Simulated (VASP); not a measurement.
# AlAs (F-43m) in VASP: notebook

AlAs is run at these levels: PBE; tasks: G0W0 quasiparticle levels.

Program: VASP 6.6.1. These are calculated values, not measurements. Logs are shortened: lines on timing, memory, paths and dates and some standing lists are left out, and cuts for length are marked.

## (1) The cell of the first run

It takes space group F-43m (No. 216, cubic). Conventional cell: a = 5.661 Å, b = 5.661 Å, c = 5.661 Å, α = 90.00°, β = 90.00°, γ = 90.00°. Within 3.2 Å of Al (site symmetry -43m) lie 4 As at 2.45 Å. Within 3.2 Å of As (site symmetry -43m) lie 4 Al at 2.45 Å.

## (2) G0W0 quasiparticle levels, PBE

File POSCAR:

```
AlAs
1.0
    0.0000000000      2.8305000000      2.8305000000
    2.8305000000      0.0000000000      2.8305000000
    2.8305000000      2.8305000000      0.0000000000
Al As
1 1
Direct
    0.0000000000      0.0000000000      0.0000000000
    0.2500000000      0.2500000000      0.2500000000
```

File INCAR.step1:

```
SYSTEM = AlAs
PREC = Accurate ; ENCUT = 500
EDIFF = 1E-8 ; ISMEAR = 0
SIGMA = 0.01 ; LREAL = .False.
LASPH = .True. ; NELM = 80
ALGO = Normal ; LWAVE = .True.
LCHARG = .False. ; GGA = PE
```

File INCAR.step2:

```
SYSTEM = AlAs
PREC = Accurate ; ENCUT = 500
EDIFF = 1E-8 ; ISMEAR = 0
SIGMA = 0.01 ; LREAL = .False.
LASPH = .True. ; NELM = 1
ALGO = Exact ; LWAVE = .True.
LCHARG = .False. ; GGA = PE
NBANDS = 325 ; LOPTICS = .True.
ISTART = 1
```

File INCAR.step3:

```
SYSTEM = AlAs
PREC = Accurate ; ENCUT = 500
EDIFF = 1E-8 ; ISMEAR = 0
SIGMA = 0.01 ; LREAL = .False.
LASPH = .True. ; ALGO = EVGW0
LWAVE = .False. ; LCHARG = .False.
GGA = PE ; NELMGW = 1
NBANDS = 325 ; ENCUTGW = 143.3
NOMEGA = 48 ; PRECFOCK = Fast
ISTART = 1 ; NBANDSGW = 12
```

File KPOINTS:

```
Automatic mesh
0
Gamma
  2 2 2
  0 0 0
```

Potentials or basis: VASP PAW PBE potentials, release 64 (Al_GW, As_GW).

The run is started by

```bash
> cat potpaw_PBE.64/Al_GW/POTCAR potpaw_PBE.64/As_GW/POTCAR > POTCAR
> cp INCAR.step1 INCAR
> mpirun -np 1 vasp_std > vasp.out
> cp INCAR.step2 INCAR
> mpirun -np 1 vasp_std > vasp.out
> cp INCAR.step3 INCAR
> mpirun -np 1 vasp_std > vasp.out
```

OUTCAR:

```text
SYSTEM = AlAs
   PREC = Accurate
   ENCUT = 500
   EDIFF = 1E-8
   ISMEAR = 0
   LREAL = .False.
   LASPH = .True.
   GGA = PE
   NELMGW = 1
   ENCUTGW = 143.3
   PRECFOCK = Fast
   ISTART = 1

 ion  position               nearest neighbor table
   1  0.000  0.000  0.000-   2 2.45   2 2.45   2 2.45   2 2.45
   2  0.250  0.250  0.250-   1 2.45   1 2.45   1 2.45   1 2.45

  LATTYP: Found a face centered cubic cell.
 ALAT       =     5.6610000000

  Lattice vectors:

 A1 = (   0.0000000000,   2.8305000000,   2.8305000000)
 A2 = (   2.8305000000,   0.0000000000,   2.8305000000)
 A3 = (   2.8305000000,   2.8305000000,   0.0000000000)

Analysis of symmetry for initial positions (statically):
=====================================================================
 Subroutine PRICEL returns:
 Original cell was already a primitive cell.

 Routine SETGRP: Setting up the symmetry group for a
 face centered cubic supercell.

 Subroutine GETGRP returns: Found 24 space group operations
 (whereof 24 operations were pure point group operations)
 out of a pool of 48 trial point group operations.

The static configuration has the point symmetry T_d .

Analysis of symmetry for dynamics (positions and initial velocities):
=====================================================================
 Subroutine PRICEL returns:
 Original cell was already a primitive cell.

 Routine SETGRP: Setting up the symmetry group for a
 face centered cubic supercell.

 Subroutine GETGRP returns: Found 24 space group operations
 (whereof 24 operations were pure point group operations)
 out of a pool of 48 trial point group operations.

The dynamic configuration has the point symmetry T_d .

 Subroutine INISYM returns: Found 24 space group operations
 (whereof 24 operations are pure point group operations),
 and found     1 'primitive' translations

----------------------------------------------------------------------------------------

                                     Primitive cell

  volume of cell :      45.3544

  direct lattice vectors                    reciprocal lattice vectors
     0.000000000  2.830500000  2.830500000    -0.176647235  0.176647235  0.176647235
     2.830500000  0.000000000  2.830500000     0.176647235 -0.176647235  0.176647235
     2.830500000  2.830500000  0.000000000     0.176647235  0.176647235 -0.176647235

  length of vectors
     4.002931488  4.002931488  4.002931488     0.305961987  0.305961987  0.305961987

  position of ions in fractional coordinates (direct lattice)
     0.000000000  0.000000000  0.000000000
     0.250000000  0.250000000  0.250000000

  ion indices of the primitive-cell ions
   primitive index   ion index
                 1           1
                 2           2

----------------------------------------------------------------------------------------

 KPOINTS: Automatic mesh

Automatic generation of k-mesh.
 Grid dimensions read from file:
 generate k-points for:    2    2    2

 Generating k-lattice:

  Cartesian coordinates                     Fractional coordinates (reciprocal lattice)
    -0.088323618  0.088323618  0.088323618     0.500000000  0.000000000  0.000000000
     0.088323618 -0.088323618  0.088323618     0.000000000  0.500000000  0.000000000
     0.088323618  0.088323618 -0.088323618     0.000000000  0.000000000  0.500000000

  Length of vectors
     0.152980993  0.152980993  0.152980993

  Shift w.r.t. Gamma in fractional coordinates (k-lattice)
     0.000000000  0.000000000  0.000000000

 Subroutine IBZKPT returns following result:
 ===========================================

 Found      3 irreducible k-points:

 Following reciprocal coordinates:
            Coordinates               Weight
  0.000000  0.000000  0.000000      1.000000
  0.500000  0.000000  0.000000      4.000000
  0.500000  0.500000  0.000000      3.000000
   k-points           NKPTS =      3   k-points in BZ     NKDIM =      8   number of bands    NBANDS=    325
   number of dos      NEDOS =    301   number of ions     NIONS =      2
   total plane-waves  NPLWV =  27000
   dimension x,y,z NGX =    30 NGY =   30 NGZ =   30
   dimension x,y,z NGXF=    60 NGYF=   60 NGZF=   60
   ions per type =               1   1
   NGX,Y,Z   is equivalent  to a cutoff of  12.46, 12.46, 12.46 a.u.
   NGXF,Y,Z  is equivalent  to a cutoff of  24.92, 24.92, 24.92 a.u.
 SYSTEM =  AlAs
   PREC   = accura    normal or accurate (medium, high low for compatibility)
   ISTART =      1    job   : 0-new  1-cont  2-samecut
   ICHARG =      0    charge: 1-file 2-atom 10-const
   ISPIN  =      1    spin polarized calculation?
   LNONCOLLINEAR =      F non collinear calculations
   LSORBIT =      F    spin-orbit coupling
   LASPH  =      T    aspherical Exc in radial PAW
   ENCUT  =  500.0 eV  36.75 Ry    6.06 a.u.   7.30  7.30  7.30*2*pi/ulx,y,z
   NELM   =     60;   NELMIN=  2; NELMDL=  0     # of ELM steps
   EDIFF  = 0.1E-07   stopping-criterion for ELM
   LREAL  =      F    real-space projection
   EDIFFG = 0.1E-06   stopping-criterion for IOM
   NSW    =      0    number of steps for IOM
   IBRION =     -1    ionic relax: 0-MD 1-quasi-New 2-CG
   NFREE  =      0    steps in history (QN), initial steepest desc. (CG)
   ISIF   =      0    stress and relaxation
   ISYM   =      3    0-nonsym 1-usesym 2-fastsym
   POTIM  = 0.5000    time-step for ionic-motion
   TEBEG  =    0.0;   TEEND  =   0.0 temperature during run
   PSTRESS=    0.0 pullay stress
   NELECT =       8.0000    total number of electrons
   NUPDOWN=      -1.0000    fix difference up-down
   EMIN   =  10.00;   EMAX   =-10.00  energy-range for DOS
   EFERMI =   0.00;   METHOD = LEGACY
   ISMEAR =     0;   SIGMA  =   0.01  broadening in eV -4-tet -1-fermi 0-gaus
   EFERMI_NEDOS =   21; number of points for ismear=-14 and -15
   IALGO  =     38    algorithm
   IMIX   =      4    mixing-type and parameters
     AMIX     =   0.40;   BMIX     =  1.00
     AMIX_MAG =   1.60;   BMIX_MAG =  1.00
  volume/ion in A,a.u.               =      22.68       153.03
  Fermi-wavevector in a.u.,A,eV,Ry     =   0.918118  1.734991 11.468895  0.842940
  Thomas-Fermi vector in A             =   2.043163
   LORBIT       =      0    0 simple, 1 ext, 2 COOP (PROOUT), +10 PAW based schemes
   GGA     = PE    functional components
   LHFCALC =     T    Hartree Fock is set to
   PRECFOCK=fast      Normal, Fast or Accurate (Low or Medium for compatibility)
   ENCUT4O =  -1.0   cutoff for four orbital integrals eV
   NKREDX  =     1    reduce k-point grid by
   NKREDY  =     1    reduce k-point grid by
   NKREDZ  =     1    reduce k-point grid by
   AEXX    =    1.0000 exact exchange contribution
   HFSCREEN=    0.0000 screening length (either q_TF or 0.3 A-1)
   HFSCREENC=   0.0000 screening length for correlation (either q_TF or 0.3 A-1)
   ENCUTFOCK=  -1.0 apply spherical cutoff to Coloumb kernel
   IVDW    =     0    specifies the selected vdW correction
   LEPSILON=     F    determine dielectric tensor
   LRPA    =     F    only Hartree local field effects (RPA)
   LRPAFORCE           =     F    calculate RPA forces
   ENCUTGW             = 143.3    cutoff for response function in eV
   ENCUTGWSOFT         = 114.6    soft cutoff for Coulomb kernel in GW response function in eV
   ENCUTLF             =  -1.0    cutoff for local field effects
   NELMGW              =     1    number of iterations in solving QP/BSE equation
   NELMHF              =     1    number of iterations in the inner HF iteration
   NKREDLFX            =     1    NKREDLFY  =   1   NKREDLFZ  =   1
 non-spin polarized calculation
 Gauss-broadening in eV      SIGMA  =   0.01
  energy-cutoff  :      500.00
  volume of cell :       45.35
 maximum number of plane-waves:      1162
 NGX is ok and might be reduce to    30
  NGX = 16; NGY = 16; NGZ = 16
   NGX = 15   NGY = 15   NGZ = 15
 maximum number of plane-waves:       190

 QP shifts <psi_nk| G(iteration)W_0 |psi_nk>: iteration 1
 for sc-GW calculations column KS-energies equals QP-energies in previous step
 and V_xc(KS)=  KS-energies - (<T + V_ion + V_H > + <T+V_H+V_ion>^1  + <V_x>^1)

 k-point   1 :       0.0000    0.0000    0.0000
  band No.  KS-energies  QP-energies   sigma(KS)   V_xc(KS)     V^pw_x(r,r')   Z            occupation Imag(sigma)

      1      -8.1066      -8.6699     -11.7209     -10.8500     -17.7419       0.6468       2.0000       0.9654
      2       3.7612       3.0240     -12.2822     -11.3400     -14.3839       0.7824       2.0000       0.0877
      3       3.7612       3.0240     -12.2822     -11.3400     -14.3839       0.7824       2.0000       0.0877
      4       3.7612       3.0240     -12.2822     -11.3400     -14.3839       0.7824       2.0000       0.0877
      5       5.7755       6.0907      -9.4526      -9.8593      -4.5336       0.7751       0.0000      -0.1094
      6       7.8245       7.8467      -9.0302      -9.0588      -4.0727       0.7786       0.0000      -0.1233
      7       7.8245       7.8467      -9.0302      -9.0588      -4.0727       0.7786       0.0000      -0.1233
      8       7.8245       7.8467      -9.0302      -9.0588      -4.0727       0.7786       0.0000      -0.1233
      9      12.5284      12.1213      -7.7061      -7.1769      -1.9502       0.7691       0.0000      -0.3814
     10      12.5637      12.6353      -8.9497      -9.0414      -3.5736       0.7814       0.0000      -0.1853
     11      12.5637      12.6353      -8.9497      -9.0414      -3.5736       0.7814       0.0000      -0.1853
     12      15.0128      14.6974      -7.7819      -7.3749      -1.8236       0.7751       0.0000      -0.6215

 k-point   2 :       0.5000    0.0000    0.0000
  band No.  KS-energies  QP-energies   sigma(KS)   V_xc(KS)     V^pw_x(r,r')   Z            occupation Imag(sigma)

      1      -6.6255      -7.3455     -12.5467     -11.5294     -17.8573       0.7078       2.0000       0.8443
      2      -1.9501      -2.8782     -10.7408      -9.5348     -13.6030       0.7696       2.0000       0.2296
      3       2.8995       2.1439     -11.9978     -11.0242     -14.1749       0.7760       2.0000       0.1006
      4       2.8995       2.1439     -11.9978     -11.0242     -14.1749       0.7760       2.0000       0.1006
      5       5.7676       5.8692      -9.0126      -9.1435      -4.2751       0.7766       0.0000      -0.0953
      6       8.2289       8.1949      -8.6843      -8.6408      -3.7231       0.7830       0.0000      -0.1378
      7       8.2289       8.1949      -8.6843      -8.6408      -3.7231       0.7830       0.0000      -0.1378
      8      11.4312      10.9514      -7.7862      -7.1649      -2.1954       0.7722       0.0000      -0.3510
      9      14.9823      14.9357      -8.9691      -8.9166      -3.2690       0.8861       0.0000      -0.5780
     10      15.1271      15.1000      -8.8960      -8.8601      -2.7439       0.7526       0.0000      -0.5841
     11      15.1271      15.1000      -8.8960      -8.8601      -2.7439       0.7526       0.0000      -0.5841
     12      15.6918      15.7431      -9.3766      -9.4435      -3.5487       0.7676       0.0000      -0.3410

 k-point   3 :       0.5000    0.5000    0.0000
  band No.  KS-energies  QP-energies   sigma(KS)   V_xc(KS)     V^pw_x(r,r')   Z            occupation Imag(sigma)

      1      -6.0410      -6.7448     -12.8086     -11.8348     -17.9197       0.7227       2.0000       0.8329
      2      -1.8216      -2.7191     -11.0102      -9.8331     -13.9492       0.7625       2.0000       0.2071
      3       1.5067       0.7091     -11.4623     -10.4171     -13.7863       0.7631       2.0000       0.1256
      4       1.5067       0.7091     -11.4623     -10.4171     -13.7863       0.7631       2.0000       0.1256
      5       5.0222       4.7968      -7.9499      -7.6617      -3.3702       0.7822       0.0000      -0.0931
      6       5.8976       5.7964      -8.5327      -8.4043      -3.9357       0.7879       0.0000      -0.0860
      7      13.9606      14.0986      -9.4820      -9.6622      -3.3130       0.7653       0.0000      -0.5874
      8      13.9606      14.0986      -9.4820      -9.6622      -3.3130       0.7653       0.0000      -0.5874
      9      15.6025      15.7634      -9.8247     -10.0279      -3.9150       0.7919       0.0000      -0.5977
     10      16.1928      16.2764      -9.6893      -9.7975      -3.8571       0.7724       0.0000      -0.3229
     11      16.1928      16.2764      -9.6893      -9.7975      -3.8571       0.7724       0.0000      -0.3229
     12      16.5627      16.6447      -8.7716      -8.8756      -2.3878       0.7889       0.0000      -0.6917
```

Run time: 49 s. Hardware: 1 thread of Intel Xeon 8259CL, shared host; peak memory 0.29 GiB.

Results:

| Property | Result |
| --- | --- |
| Band gap on the k mesh, mean-field level | 1.26 eV, indirect (least direct gap 2.01 eV) |
| Quasiparticle gap | 1.77 eV |
| Least direct quasiparticle gap | 3.07 eV |

Levels at points of the mesh, in eV from the valence-band top:
```csv
k point,band 2,band 3,band 4,band 5,band 6,band 7
"(0.00, 0.00, 0.00)",0.00,0.00,0.00,2.01,4.06,4.06
"(0.50, 0.00, 0.00)",-5.71,-0.86,-0.86,2.01,4.47,4.47
"(0.50, 0.50, 0.00)",-5.58,-2.25,-2.25,1.26,2.14,10.20
```

Caveat: the k points lie up to 0.96 Å⁻¹ apart; bands, screening cutoff and mesh are small and nothing is extrapolated, so the quasiparticle values aren't converged.

[end of part 1 of 2]
